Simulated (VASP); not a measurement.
# Hf (P6_3/mmc) in VASP: relaxation of cell and atoms with PBEsol

Aim: the relaxation of cell and atoms of Hf with PBEsol.

All numbers are computed with VASP 6.6.1; they aren't measurements. Logs are shortened: lines on timing, memory, paths and dates and some standing lists are left out, and cuts for length are marked.

### Step 1. The cell of the first run

Symmetry: P6_3/mmc, No. 194, hexagonal system. Conventional cell: a = 3.152 Å, b = 3.152 Å, c = 5.020 Å, α = 90.00°, β = 90.00°, γ = 120.00°. Within 4.1 Å of Hf (site symmetry -6m2) lie 12 Hf at 3.10 to 3.15 Å.

### Step 2. Relaxation of cell and atoms, PBEsol

INCAR

```
PREC = Accurate
ENCUT = 600
EDIFF = 1E-6
ISMEAR = 0
SIGMA = 0.1
LREAL = F
LASPH = T
NELM = 80
ALGO = Fast
ISIF = 3
LWAVE = F
LCHARG = F
GGA = PS
IBRION = 2
NSW = 80
EDIFFG = -0.01
```

KPOINTS

```
regular mesh
0
Gamma
  18 18 8
```

POSCAR

```
Hf
1.0
    3.1523357014      0.0000000000      0.0000000000
   -1.5761678507      2.7300027986      0.0000000000
    0.0000000000      0.0000000000      5.0198719294
Hf
2
Direct
    0.3333333333      0.6666666667      0.2500000000
    0.6666666667      0.3333333333      0.7500000000
```

Potentials or basis: VASP PAW PBE potentials, release 64 (Hf_pv).

Run with:

```sh
$ cat potpaw_PBE.64/Hf_pv/POTCAR > POTCAR
$ mpirun -np 1 vasp_std > vasp.out
```

OUTCAR:

```text
PREC = Accurate
   ENCUT = 600
   EDIFF = 1E-6
   ISMEAR = 0
   LREAL = F
   LASPH = T
   NELM = 80
   ISIF = 3
   GGA = PS
   IBRION = 2
   NSW = 80
   EDIFFG = -0.01

 ion  position               nearest neighbor table
   1  0.333  0.667  0.250-   2 3.10   2 3.10   2 3.10   2 3.10   2 3.10   2 3.10
   2  0.667  0.333  0.750-   1 3.10   1 3.10   1 3.10   1 3.10   1 3.10   1 3.10

  LATTYP: Found a hexagonal cell.
 ALAT       =     3.1523357014
 C/A-ratio  =     1.5924293619

  Lattice vectors:

 A1 = (   3.1523357014,   0.0000000000,   0.0000000000)
 A2 = (  -1.5761678507,   2.7300027986,   0.0000000000)
 A3 = (   0.0000000000,   0.0000000000,   5.0198719294)

Analysis of symmetry for initial positions (statically):
=====================================================================
 Subroutine PRICEL returns:
 Original cell was already a primitive cell.

 Routine SETGRP: Setting up the symmetry group for a
 hexagonal supercell.

 Subroutine GETGRP returns: Found 24 space group operations
 (whereof 12 operations were pure point group operations)
 out of a pool of 24 trial point group operations.

The static configuration has the point symmetry D_3d.
 The point group associated with its full space group is D_6h.

Analysis of symmetry for dynamics (positions and initial velocities):
=====================================================================
 Subroutine PRICEL returns:
 Original cell was already a primitive cell.

 Routine SETGRP: Setting up the symmetry group for a
 hexagonal supercell.

 Subroutine GETGRP returns: Found 24 space group operations
 (whereof 12 operations were pure point group operations)
 out of a pool of 24 trial point group operations.

The dynamic configuration has the point symmetry D_3d.
 The point group associated with its full space group is D_6h.

 Subroutine INISYM returns: Found 24 space group operations
 (whereof 12 operations are pure point group operations),
 and found     1 'primitive' translations

----------------------------------------------------------------------------------------

                                     Primitive cell

  volume of cell :      43.2004

  direct lattice vectors                    reciprocal lattice vectors
     3.152335701  0.000000000  0.000000000     0.317225097  0.183149995  0.000000000
    -1.576167851  2.730002799  0.000000000     0.000000000  0.366299991  0.000000000
     0.000000000  0.000000000  5.019871929     0.000000000  0.000000000  0.199208269

  length of vectors
     3.152335701  3.152335701  5.019871929     0.366299991  0.366299991  0.199208269

  position of ions in fractional coordinates (direct lattice)
     0.333333333  0.666666667  0.250000000
     0.666666667  0.333333333  0.750000000

  ion indices of the primitive-cell ions
   primitive index   ion index
                 1           1
                 2           2

----------------------------------------------------------------------------------------

 KPOINTS: regular mesh

Automatic generation of k-mesh.
 Grid dimensions read from file:
 generate k-points for:   18   18    8

 Generating k-lattice:

  Cartesian coordinates                     Fractional coordinates (reciprocal lattice)
     0.017623617  0.010175000  0.000000000     0.055555556  0.000000000  0.000000000
     0.000000000  0.020349999  0.000000000     0.000000000  0.055555556  0.000000000
     0.000000000  0.000000000  0.024901034     0.000000000  0.000000000  0.125000000

  Length of vectors
     0.020349999  0.020349999  0.024901034

  Shift w.r.t. Gamma in fractional coordinates (k-lattice)
     0.000000000  0.000000000  0.000000000

 Subroutine IBZKPT returns following result:
 ===========================================

 Found    185 irreducible k-points:

 Following reciprocal coordinates:
            Coordinates               Weight
  0.000000  0.000000  0.000000      1.000000
  0.055556  0.000000  0.000000      6.000000
  0.111111  0.000000  0.000000      6.000000
  0.166667  0.000000  0.000000      6.000000
  0.222222 -0.000000  0.000000      6.000000
  0.277778  0.000000  0.000000      6.000000
[... 16 lines left out ...]
  0.333333  0.111111  0.000000     12.000000
  0.388889  0.111111  0.000000     12.000000
 [... further k-points ...]
   k-points           NKPTS =    185   k-points in BZ     NKDIM =    185   number of bands    NBANDS=     14
   number of dos      NEDOS =    301   number of ions     NIONS =      2
   total plane-waves  NPLWV =  31360
   dimension x,y,z NGX =    28 NGY =   28 NGZ =   40
   dimension x,y,z NGXF=    56 NGYF=   56 NGZF=   80
   ions per type =               2
   NGX,Y,Z   is equivalent  to a cutoff of  14.77, 14.77, 13.25 a.u.
   NGXF,Y,Z  is equivalent  to a cutoff of  29.53, 29.53, 26.49 a.u.
 SYSTEM =  unknown system
   PREC   = accura    normal or accurate (medium, high low for compatibility)
   ISTART =      0    job   : 0-new  1-cont  2-samecut
   ICHARG =      2    charge: 1-file 2-atom 10-const
   ISPIN  =      1    spin polarized calculation?
   LNONCOLLINEAR =      F non collinear calculations
   LSORBIT =      F    spin-orbit coupling
   LASPH  =      T    aspherical Exc in radial PAW
   ENCUT  =  600.0 eV  44.10 Ry    6.64 a.u.   6.30  6.30 10.03*2*pi/ulx,y,z
   NELM   =     80;   NELMIN=  2; NELMDL= -5     # of ELM steps
   EDIFF  = 0.1E-05   stopping-criterion for ELM
   LREAL  =      F    real-space projection
   EDIFFG = -.1E-01   stopping-criterion for IOM
   NSW    =     80    number of steps for IOM
   IBRION =      2    ionic relax: 0-MD 1-quasi-New 2-CG
   NFREE  =      1    steps in history (QN), initial steepest desc. (CG)
   ISIF   =      3    stress and relaxation
   ISYM   =      2    0-nonsym 1-usesym 2-fastsym
   POTIM  = 0.5000    time-step for ionic-motion
   TEBEG  =    0.0;   TEEND  =   0.0 temperature during run
   PSTRESS=    0.0 pullay stress
   NELECT =      20.0000    total number of electrons
   NUPDOWN=      -1.0000    fix difference up-down
   EMIN   =  10.00;   EMAX   =-10.00  energy-range for DOS
   EFERMI =   0.00;   METHOD = LEGACY
   ISMEAR =     0;   SIGMA  =   0.10  broadening in eV -4-tet -1-fermi 0-gaus
   EFERMI_NEDOS =   21; number of points for ismear=-14 and -15
   IALGO  =     68    algorithm
   IMIX   =      4    mixing-type and parameters
     AMIX     =   0.40;   BMIX     =  1.00
     AMIX_MAG =   1.60;   BMIX_MAG =  1.00
  volume/ion in A,a.u.               =      21.60       145.77
  Fermi-wavevector in a.u.,A,eV,Ry     =   1.266452  2.393247 21.822397  1.603901
  Thomas-Fermi vector in A             =   2.399652
   LORBIT       =      0    0 simple, 1 ext, 2 COOP (PROOUT), +10 PAW based schemes
   GGA     = PS    functional components
   LHFCALC =     F    Hartree Fock is set to
   AEXX    =    0.0000 exact exchange contribution
   IVDW    =     0    specifies the selected vdW correction
   LEPSILON=     F    determine dielectric tensor
   LRPA    =     F    only Hartree local field effects (RPA)
 conjugate gradient relaxation of ions
 non-spin polarized calculation
 RMM-DIIS sequential band-by-band and
 Gauss-broadening in eV      SIGMA  =   0.10
  energy-cutoff  :      600.00
  volume of cell :       43.20
 maximum number of plane-waves:      1460
 NGX is ok and might be reduce to    28
   NGX = 13   NGY = 13   NGZ = 21

--------------------------------------- Ionic step        1  -------------------------------------------

 number of electron      19.9999998 magnetization

 Free energy of the ion-electron system (eV)
  ---------------------------------------------------
  ext. energy  EPLUGINS =         0.00000000
  ---------------------------------------------------
  free energy    TOTEN  =       -21.01045611 eV

  energy without entropy =      -21.00388743  energy(sigma->0) =      -21.00717177

------------------------ aborting loop because EDIFF is reached ----------------------------------------

  FORCE on cell =-STRESS in cart. coord.  units (eV):
  Direction    XX          YY          ZZ          XY          YZ          ZX
  --------------------------------------------------------------------------------------
  -------------------------------------------------------------------------------------
  Total       -0.0226749     -0.0226749     -0.2528394     -0.0000000      0.0000000      0.0000000
  in kB       -0.8409465     -0.8409465     -9.3770681     -0.0000000      0.0000000      0.0000000
  external PRESSURE =      -3.6863204 kB  Pullay stress =       0.0000000 kB

 VOLUME and BASIS-vectors are now :
 -----------------------------------------------------------------------------
  energy-cutoff  :      600.00
  volume of cell :       43.20
      direct lattice vectors                 reciprocal lattice vectors
     3.152335701  0.000000000  0.000000000     0.317225097  0.183149995  0.000000000
    -1.576167851  2.730002799  0.000000000     0.000000000  0.366299991  0.000000000
     0.000000000  0.000000000  5.019871929     0.000000000  0.000000000  0.199208269
[... 73 lines left out ...]
 POSITION                                       TOTAL-FORCE (eV/Angst)
 -----------------------------------------------------------------------------------
     -0.00000      1.81934      1.24987         0.000000     -0.000000      0.000000
      1.57559      0.90967      3.74961        -0.000000      0.000000      0.000000
 -----------------------------------------------------------------------------------
    total drift:                               -0.000000      0.000000     -0.000000

  FREE ENERGIE OF THE ION-ELECTRON SYSTEM (eV)
  ---------------------------------------------------
  free  energy   TOTEN  =       -21.0109808307 eV

  energy  without entropy=      -21.0043309637  energy(sigma->0) =      -21.00765590

--------------------------------------- Ionic step        4  -------------------------------------------

 number of electron      19.9999998 magnetization

 Free energy of the ion-electron system (eV)
  ---------------------------------------------------
  ext. energy  EPLUGINS =         0.00000000
  ---------------------------------------------------
  free energy    TOTEN  =       -21.01111471 eV

  energy without entropy =      -21.00438731  energy(sigma->0) =      -21.00775101

 E-fermi :   5.0445     XC(G=0): -11.5657

 val. band max:        5.0416216600   @ k =   0.2778   0.2778   0.2500
 cond. band min:       5.0498631248   @ k =   0.1111   0.0000   0.1250
 fundamental gap:      0.0082414649
 Fermi energy:         5.0445086604

 k-point     1 :       0.0000    0.0000    0.0000
  band No.  band energies     occupation
      1     -25.9840      2.00000
      2     -25.1366      2.00000
      3     -25.1366      2.00000
      4     -24.9917      2.00000
      5     -24.9911      2.00000
      6     -24.9911      2.00000
      7      -2.4934      2.00000
      8       1.1885      2.00000
      9       5.8376      0.00000
     10       6.1966      0.00000
     11       6.1966      0.00000
     12       6.4964      0.00000
     13       7.0612      0.00000
     14       7.0612      0.00000

 k-point     2 :       0.0556    0.0000    0.0000
  band No.  band energies     occupation
      1     -25.9748      2.00000
      2     -25.1564      2.00000
      3     -25.1433      2.00000
      4     -25.0121      2.00000
      5     -24.9959      2.00000
      6     -24.9937      2.00000
      7      -2.3949      2.00000
      8       1.2859      2.00000
      9       5.6955      0.00000
     10       5.8998      0.00000
[... 362 lines left out ...]
 k-point    24 :       0.3889    0.1111    0.0000
  band No.  band energies     occupation
      1     -25.7491      2.00000
      2     -25.5876      2.00000
      3     -25.5665      2.00000
      4     -25.3694      2.00000
      5     -25.2425      2.00000
      6     -25.1397      2.00000
      7       1.6892      2.00000
      8       2.5192      2.00000
      9       2.7646      2.00000
     10       4.1241      2.00000
     11       5.5980      0.00000
     12       5.9572      0.00000
     13       6.6952      0.00000
     14      10.3168      0.00000

 [... further k-points ...]

------------------------ aborting loop because EDIFF is reached ----------------------------------------

  FORCE on cell =-STRESS in cart. coord.  units (eV):
  Direction    XX          YY          ZZ          XY          YZ          ZX
  --------------------------------------------------------------------------------------
  -------------------------------------------------------------------------------------
  Total       -0.0175832     -0.0175832      0.0017857      0.0000000     -0.0000000     -0.0000000
  in kB       -0.6539686     -0.6539686      0.0664144      0.0000000     -0.0000000     -0.0000000
  external PRESSURE =      -0.4138409 kB  Pullay stress =       0.0000000 kB

 VOLUME and BASIS-vectors are now :
 -----------------------------------------------------------------------------
  energy-cutoff  :      600.00
  volume of cell :       43.08
      direct lattice vectors                 reciprocal lattice vectors
     3.156732925 -0.000000000 -0.000000000     0.316783213  0.182894874 -0.000000000
    -1.578366463  2.733810906 -0.000000000     0.000000000  0.365789747 -0.000000000
     0.000000000 -0.000000000  4.991660224     0.000000000  0.000000000  0.200334148

 POSITION                                       TOTAL-FORCE (eV/Angst)
 -----------------------------------------------------------------------------------
     -0.00000      1.82254      1.24792         0.000000     -0.000000      0.000000
      1.57837      0.91127      3.74375        -0.000000      0.000000      0.000000
 -----------------------------------------------------------------------------------
    total drift:                               -0.000000      0.000000     -0.000000

  FREE ENERGIE OF THE ION-ELECTRON SYSTEM (eV)
  ---------------------------------------------------
  free  energy   TOTEN  =       -21.0111147077 eV

  energy  without entropy=      -21.0043873123  energy(sigma->0) =      -21.00775101

 reached required accuracy - stopping structural energy minimisation
```

Run time: 8.2 min. Hardware: 1 thread of Intel Xeon 8259CL, shared host; peak memory 0.28 GiB.

What came out:

```
Free energy                           : -21.0111 eV
Relaxed volume                        : 21.54 Å³/atom
Relaxed cell                          : a = 3.157 Å, b = 3.157 Å, c = 4.992 Å, α = 90.00°, β = 90.00°, γ = 120.00°
Space group after relaxing (to 0.1 Å) : P6_3/mmc (No. 194)
Energy gained by relaxing             : 0.3 meV/atom
Ionic steps                           : 4
Pressure after relaxing               : 0.0 GPa
Band gap on the k mesh                : zero (bands 10 and 11 overlap by 1.56 eV)
```

The path:
```
step  energy change (eV)  largest force (eV/Å)  pressure (GPa)  volume (Å³)
   1              0.0000                0.0000           -0.37        43.20
   2             -0.0004                0.0000            0.48        42.89
   3             -0.0005                0.0000            0.19        42.99
   4             -0.0007                0.0000           -0.04        43.08
```

Final structure:
```yaml
crystal:
  lattice:
    - [3.15673, 0.00000, 0.00000]
    - [-1.57837, 2.73381, 0.00000]
    - [0.00000, 0.00000, 4.99166]
  atoms:
    - { symbol: Hf, position: [0.33333, 0.66667, 0.25000] }
    - { symbol: Hf, position: [0.66667, 0.33333, 0.75000] }
```

Levels at points of the mesh, in eV from the Fermi level:
```
           k point  band 6  band 7  band 8  band 9  band 10  band 11  band 12  band 13  band 14
(0.00, 0.00, 0.00)  -30.04   -7.54   -3.86    0.79     1.15     1.15     1.45     2.02     2.02
(0.50, 0.00, 0.00)  -30.14   -3.44   -2.91   -2.37    -0.74     0.74     0.90     1.73     6.12
(0.00, 0.00, 0.50)  -30.11   -5.49   -5.49    0.12     0.12     1.04     1.04     1.04     1.04
(0.50, 0.00, 0.50)  -30.26   -3.56   -3.56   -1.07    -1.07     1.30     1.30     2.69     2.69
```

Caveat: the PAW data sets were made with another functional, which shifts forces and pressure a little; spin-orbit coupling is left out, which moves the levels of the heavy elements.
